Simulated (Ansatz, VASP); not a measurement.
## SnO in VASP and in Ansatz

```
CELL_PARAMETERS angstrom
3.35500 0.00000 0.00000
0.00000 5.67410 0.00000
0.00000 0.00000 4.22197
ATOMIC_POSITIONS crystal
Sn 0.99516 0.20370 0.48988
Sn 0.49825 0.75131 0.98874
O 0.99639 0.88321 0.73606
O 0.49620 0.07165 0.23845
```

Alike in both runs: task single point; functional LDA; k mesh 4 × 3 × 3; no spin polarisation.

|  | VASP | Ansatz |
| --- | --- | --- |
| version | VASP 6.6.1 | Ansatz 0.2.0 |
| potentials or method | VASP PAW LDA potentials, release 64 (Sn_d, O) | plane waves, PAW |
| plane-wave cutoff (eV) | 520 | 420 |
| occupations | gaussian, width 0.01 eV | fixed |
| valence electrons in the cell | 40 | 40 |

|  | VASP | Ansatz | Ansatz less VASP |
| --- | --- | --- | --- |
| rms of the force components (eV/Å) | 0.070 | 0.032 | -0.0377 |

LDA's correlation is that of Perdew and Zunger in VASP and of Perdew and Wang (1992) in Ansatz. Atom by atom the forces differ by 0.048 eV/Å (rms over components).

The k mesh is coarse, so the values compare programs but aren't converged.
